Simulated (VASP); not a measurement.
Set up this calculation in VASP 6.6.1, as the native input.

```
Task                   : relaxation of cell and atoms
Functional             : PBEsol
Potentials or basis    : VASP PAW PBE potentials, release 64 (Hf_pv)
Cutoff                 : 500 eV
k mesh                 : 13 × 13 × 13
Occupations            : gaussian, width 0.05 eV
Spin                   : no spin polarisation
Target pressure        : 30 GPa
Dipole correction      : no
Further INCAR settings : ALGO = Normal; EDIFF = 1e-07; IBRION = 2; EDIFFG = -0.01; NSW = 60; ISIF = 3
```

The structure of Hf lies in POSCAR:

```
Hf
1.0
    0.0000000000      3.0750000000      3.0750000000
    3.0750000000      0.0000000000      3.0750000000
    3.0750000000      3.0750000000      0.0000000000
Hf
2
Direct
    1.0000000000      1.0000000000      1.0000000000
    0.2500000000      0.2500000000      0.2500000000
```

This isn't the form of Hf at room conditions, which is hcp.

One way to write it, as run:

INCAR

```
  PREC = Accurate
  ENCUT = 500
  EDIFF = 1E-7
  ISMEAR = 0
  SIGMA = 0.05
  LREAL = F
  LASPH = T
  NELM = 120
  ALGO = Normal
  ISIF = 3
  LWAVE = F
  LCHARG = F
  GGA = PS
  IBRION = 2
  NSW = 60
  EDIFFG = -0.01
  PSTRESS = 300.0
  GGA_COMPAT = F
  NELMIN = 4
```

KPOINTS

```
Automatic mesh
0
Gamma
  13 13 13
```

Potentials or basis: VASP PAW PBE potentials, release 64 (Hf_pv).

Run with:

```bash
$ cat potpaw_PBE.64/Hf_pv/POTCAR > POTCAR
$ mpirun -np 1 vasp_std > vasp.out
```

Results of the run:

```yaml
Relaxed_volume: 21.19 Å³/atom
Relaxed_cell: a = 3.914 Å, b = 3.914 Å, c = 3.914 Å, α = 60.00°, β = 60.00°, γ = 60.00°
Space_group_after_relaxing_to_0.1_Å: Fd-3m (No. 227)
Energy_change_on_relaxing_the_run_minimises_the_enthalpy: +609.3 meV/atom
Ionic_steps: 5
Pressure_after_relaxing: 30.0 GPa
Band_gap_on_the_k_mesh: zero (bands 10 and 11 overlap by 0.49 eV)
```

Caveat: the cell is relaxed towards a set pressure, so the run minimises the enthalpy, not the energy; the volume moved by over 15 % at a fixed basis, so the end points are rough; the PAW data sets were made with another functional, which shifts forces and pressure a little; spin-orbit coupling is left out, which moves the levels of the heavy elements.

It took 74 s on 1 thread of Intel(R) Xeon(R) 6975P-C (Granite Rapids), on a shared host, peak memory 0.22 GiB.
